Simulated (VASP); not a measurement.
# SiO2 (rutile type) (P4_2/mnm) in VASP: a series of runs, part 2 of 2

VASP 6.6.1. Earlier steps stand in the parts before.

**3. Single point, r2SCAN**

This run uses another cell than the first one, of 7.79 Å³/atom.

The input, POSCAR:

```
SiO2
1.0
    4.1851414434      0.0000000000      0.0000000000
    0.0000000000      4.1851414434      0.0000000000
    0.0000000000      0.0000000000      2.6688663082
Si O
2 4
Direct
    0.0000000000      0.0000000000      0.0000000000
    0.5000000000      0.5000000000      0.5000000000
    0.3060968949      0.3060968949      0.0000000000
    0.6939031051      0.6939031051      0.0000000000
    0.8060968949      0.1939031051      0.5000000000
    0.1939031051      0.8060968949      0.5000000000
```

The input, INCAR.step1:

```
SYSTEM = SiO2
  PREC = Accurate
  ENCUT = 520
  ISMEAR = -1
  SIGMA = 0.08
  LREAL = .False.
  LASPH = .True.
  NELM = 80
  NBANDS = 25
  GGA = PE
  ALGO = Normal
  EDIFF = 1E-4
  LWAVE = .True.
  LCHARG = .False.
```

The input, INCAR.step2:

```
SYSTEM = SiO2
  PREC = Accurate
  ENCUT = 520
  EDIFF = 1E-6
  ISMEAR = -1
  SIGMA = 0.08
  LREAL = .False.
  LASPH = .True.
  NELM = 80
  ALGO = Normal
  ISIF = 2
  LWAVE = .False.
  LCHARG = .False.
  METAGGA = R2SCAN
  LMIXTAU = .True.
  NBANDS = 25
  ISTART = 1
```

The input, KPOINTS:

```
regular mesh
0
Gamma
  8 8 11
  0 0 0
```

Potentials or basis: VASP PAW PBE potentials, release 64 (Si, O).

Command:

```
$ cat potpaw_PBE.64/Si/POTCAR potpaw_PBE.64/O/POTCAR > POTCAR
$ cp INCAR.step1 INCAR
$ mpirun -np 1 vasp_std > vasp.out
$ cp INCAR.step2 INCAR
$ mpirun -np 1 vasp_std > vasp.out
```

OUTCAR:

```text
SYSTEM = SiO2
   PREC = Accurate
   ENCUT = 520
   EDIFF = 1E-6
   ISMEAR = -1
   LREAL = .False.
   LASPH = .True.
   NELM = 80
   ISIF = 2
   METAGGA = R2SCAN
   ISTART = 1

 ion  position               nearest neighbor table
   1  0.000  0.000  0.000-   5 1.76   6 1.76   5 1.76   6 1.76   3 1.81   4 1.81
   2  0.500  0.500  0.500-   3 1.76   4 1.76   3 1.76   4 1.76   5 1.81   6 1.81
   3  0.306  0.306  0.000-   2 1.76   2 1.76   1 1.81
   4  0.694  0.694  0.000-   2 1.76   2 1.76   1 1.81
   5  0.806  0.194  0.500-   1 1.76   1 1.76   2 1.81
   6  0.194  0.806  0.500-   1 1.76   1 1.76   2 1.81

  LATTYP: Found a simple tetragonal cell.
 ALAT       =     4.1851414434
 C/A-ratio  =     0.6377003846

  Lattice vectors:

 A1 = (   4.1851414434,   0.0000000000,   0.0000000000)
 A2 = (   0.0000000000,   4.1851414434,   0.0000000000)
 A3 = (   0.0000000000,   0.0000000000,   2.6688663082)

Analysis of symmetry for initial positions (statically):
=====================================================================
 Subroutine PRICEL returns:
 Original cell was already a primitive cell.

 Routine SETGRP: Setting up the symmetry group for a
 simple tetragonal supercell.

 Subroutine GETGRP returns: Found 16 space group operations
 (whereof  8 operations were pure point group operations)
 out of a pool of 16 trial point group operations.

The static configuration has the point symmetry D_2h.
 The point group associated with its full space group is D_4h.

Analysis of symmetry for dynamics (positions and initial velocities):
=====================================================================
 Subroutine PRICEL returns:
 Original cell was already a primitive cell.

 Routine SETGRP: Setting up the symmetry group for a
 simple tetragonal supercell.

 Subroutine GETGRP returns: Found 16 space group operations
 (whereof  8 operations were pure point group operations)
 out of a pool of 16 trial point group operations.

The dynamic configuration has the point symmetry D_2h.
 The point group associated with its full space group is D_4h.

 Subroutine INISYM returns: Found 16 space group operations
 (whereof  8 operations are pure point group operations),
 and found     1 'primitive' translations

----------------------------------------------------------------------------------------

                                     Primitive cell

  volume of cell :      46.7463

  direct lattice vectors                    reciprocal lattice vectors
     4.185141443  0.000000000  0.000000000     0.238940550  0.000000000  0.000000000
     0.000000000  4.185141443  0.000000000     0.000000000  0.238940550  0.000000000
     0.000000000  0.000000000  2.668866308     0.000000000  0.000000000  0.374690930

  length of vectors
     4.185141443  4.185141443  2.668866308     0.238940550  0.238940550  0.374690930

  position of ions in fractional coordinates (direct lattice)
     0.000000000  0.000000000  0.000000000
     0.500000000  0.500000000  0.500000000
     0.306096895  0.306096895  0.000000000
     0.693903105  0.693903105  0.000000000
     0.806096895  0.193903105  0.500000000
     0.193903105  0.806096895  0.500000000

  ion indices of the primitive-cell ions
[... 33 lines left out ...]

 Following reciprocal coordinates:
            Coordinates               Weight
  0.000000  0.000000  0.000000      1.000000
  0.125000  0.000000  0.000000      4.000000
  0.250000  0.000000  0.000000      4.000000
  0.375000  0.000000  0.000000      4.000000
  0.500000  0.000000  0.000000      2.000000
  0.125000  0.125000  0.000000      4.000000
[... 16 lines left out ...]
  0.375000  0.125000  0.090909     16.000000
  0.500000  0.125000  0.090909      8.000000
 [... further k-points ...]
   k-points           NKPTS =     90   k-points in BZ     NKDIM =     90   number of bands    NBANDS=     25
   number of dos      NEDOS =    301   number of ions     NIONS =      6
   total plane-waves  NPLWV =  20480
   dimension x,y,z NGX =    32 NGY =   32 NGZ =   20
   dimension x,y,z NGXF=    64 NGYF=   64 NGZF=   40
   ions per type =               2   4
   NGX,Y,Z   is equivalent  to a cutoff of  12.71, 12.71, 12.46 a.u.
   NGXF,Y,Z  is equivalent  to a cutoff of  25.42, 25.42, 24.92 a.u.
 SYSTEM =  SiO2
   PREC   = accura    normal or accurate (medium, high low for compatibility)
   ISTART =      1    job   : 0-new  1-cont  2-samecut
   ICHARG =      0    charge: 1-file 2-atom 10-const
   ISPIN  =      1    spin polarized calculation?
   LNONCOLLINEAR =      F non collinear calculations
   LSORBIT =      F    spin-orbit coupling
   LASPH  =      T    aspherical Exc in radial PAW
   ENCUT  =  520.0 eV  38.22 Ry    6.18 a.u.   7.78  7.78  4.96*2*pi/ulx,y,z
   NELM   =     80;   NELMIN=  2; NELMDL=  0     # of ELM steps
   EDIFF  = 0.1E-05   stopping-criterion for ELM
   LREAL  =      F    real-space projection
   EDIFFG = 0.1E-04   stopping-criterion for IOM
   NSW    =      0    number of steps for IOM
   IBRION =     -1    ionic relax: 0-MD 1-quasi-New 2-CG
   NFREE  =      0    steps in history (QN), initial steepest desc. (CG)
   ISIF   =      2    stress and relaxation
   ISYM   =      2    0-nonsym 1-usesym 2-fastsym
   POTIM  = 0.5000    time-step for ionic-motion
   TEBEG  =    0.0;   TEEND  =   0.0 temperature during run
   PSTRESS=    0.0 pullay stress
   NELECT =      32.0000    total number of electrons
   NUPDOWN=      -1.0000    fix difference up-down
   EMIN   =  10.00;   EMAX   =-10.00  energy-range for DOS
   EFERMI =   0.00;   METHOD = LEGACY
   ISMEAR =    -1;   SIGMA  =   0.08  broadening in eV -4-tet -1-fermi 0-gaus
   EFERMI_NEDOS =   21; number of points for ismear=-14 and -15
   IALGO  =     38    algorithm
   IMIX   =      4    mixing-type and parameters
     AMIX     =   0.40;   BMIX     =  1.00
     AMIX_MAG =   1.60;   BMIX_MAG =  1.00
  volume/ion in A,a.u.               =       7.79        52.58
  Fermi-wavevector in a.u.,A,eV,Ry     =   1.442810  2.726515 28.323255  2.081701
  Thomas-Fermi vector in A             =   2.561288
   LORBIT       =      0    0 simple, 1 ext, 2 COOP (PROOUT), +10 PAW based schemes
   METAGGA = R2SCAN    functional components
   LHFCALC =     F    Hartree Fock is set to
   AEXX    =    0.0000 exact exchange contribution
   IVDW    =     0    specifies the selected vdW correction
   LEPSILON=     F    determine dielectric tensor
   LRPA    =     F    only Hartree local field effects (RPA)
 non-spin polarized calculation
  energy-cutoff  :      520.00
  volume of cell :       46.75
 maximum number of plane-waves:      1273
 NGX is ok and might be reduce to    32
   NGX = 15   NGY = 15   NGZ =  9

 number of electron      31.9999977 magnetization

 Free energy of the ion-electron system (eV)
  ---------------------------------------------------
  ext. energy  EPLUGINS =         0.00000000
  ---------------------------------------------------
  free energy    TOTEN  =       -58.78562349 eV

  energy without entropy =      -58.78562349  energy(sigma->0) =      -58.78562349

 E-fermi :   9.3086     XC(G=0): -12.8669

 val. band max:        7.7885313670   @ k =   0.0000   0.0000   0.0000
 cond. band min:      14.2973027023   @ k =   0.0000   0.0000   0.0000
 fundamental gap:      6.5087713353
 Fermi energy:         9.3086133157

 k-point     1 :       0.0000    0.0000    0.0000
  band No.  band energies     occupation
      1     -15.7434      2.00000
      2     -12.1598      2.00000
      3     -12.1598      2.00000
      4     -11.9003      2.00000
      5      -3.2431      2.00000
      6       1.2826      2.00000
[... 661 lines left out ...]
     24      22.0354      0.00000
     25      23.7251      0.00000

 [... further k-points ...]

------------------------ aborting loop because EDIFF is reached ----------------------------------------

  FORCE on cell =-STRESS in cart. coord.  units (eV):
  Direction    XX          YY          ZZ          XY          YZ          ZX
  --------------------------------------------------------------------------------------
  -------------------------------------------------------------------------------------
  Total        0.0278872      0.0278872      0.2878236      0.0000000      0.0000000      0.0000000
  in kB        0.9558037      0.9558037      9.8648374      0.0000000      0.0000000      0.0000000
  external PRESSURE =       3.9254816 kB  Pullay stress =       0.0000000 kB

 VOLUME and BASIS-vectors are now :
 -----------------------------------------------------------------------------
  energy-cutoff  :      520.00
  volume of cell :       46.75
      direct lattice vectors                 reciprocal lattice vectors
     4.185141443  0.000000000  0.000000000     0.238940550  0.000000000  0.000000000
     0.000000000  4.185141443  0.000000000     0.000000000  0.238940550  0.000000000
     0.000000000  0.000000000  2.668866308     0.000000000  0.000000000  0.374690930

 POSITION                                       TOTAL-FORCE (eV/Angst)
 -----------------------------------------------------------------------------------
      0.00000      0.00000      0.00000         0.000000      0.000000      0.000000
      2.09257      2.09257      1.33443         0.000000      0.000000      0.000000
      1.28106      1.28106      0.00000        -0.014715     -0.014715      0.000000
      2.90408      2.90408      0.00000         0.014715      0.014715     -0.000000
      3.37363      0.81151      1.33443        -0.014715      0.014715     -0.000000
      0.81151      3.37363      1.33443         0.014715     -0.014715      0.000000
 -----------------------------------------------------------------------------------
    total drift:                                0.000000     -0.000000     -0.000000

  FREE ENERGIE OF THE ION-ELECTRON SYSTEM (eV)
  ---------------------------------------------------
  free  energy   TOTEN  =       -58.7856234873 eV

  energy  without entropy=      -58.7856234872  energy(sigma->0) =      -58.78562349
```

Wall time 90 s (1 thread of Intel Xeon 6975P-C (Granite Rapids), shared host); peak memory 0.21 GiB.

Results:

```
Free energy            : -58.7856 eV
Pressure               : 0.4 GPa
Largest force          : 0.021 eV/Å
Band gap on the k mesh : 6.51 eV
```

Forces on the atoms (eV/Å):
```
Si   0.000  0.000  0.000
Si   0.000  0.000  0.000
O   -0.015 -0.015  0.000
O    0.015  0.015  0.000
O   -0.015  0.015  0.000
O    0.015 -0.015  0.000
```

Levels at points of the mesh, in eV from the valence-band top:
| k point | band 14 | band 15 | band 16 | band 17 | band 18 | band 19 |
| --- | --- | --- | --- | --- | --- | --- |
| (0.00, 0.00, 0.00) | -0.88 | -0.88 | 0.00 | 6.51 | 7.64 | 9.47 |
| (0.50, 0.00, 0.00) | -2.72 | -1.08 | -1.08 | 8.70 | 8.70 | 10.05 |
| (0.50, 0.50, 0.00) | -2.68 | -2.32 | -2.32 | 8.39 | 8.39 | 11.05 |

Caveat: the PAW data sets were made with another functional, which shifts forces and pressure a little. A k mesh can miss the band edges.
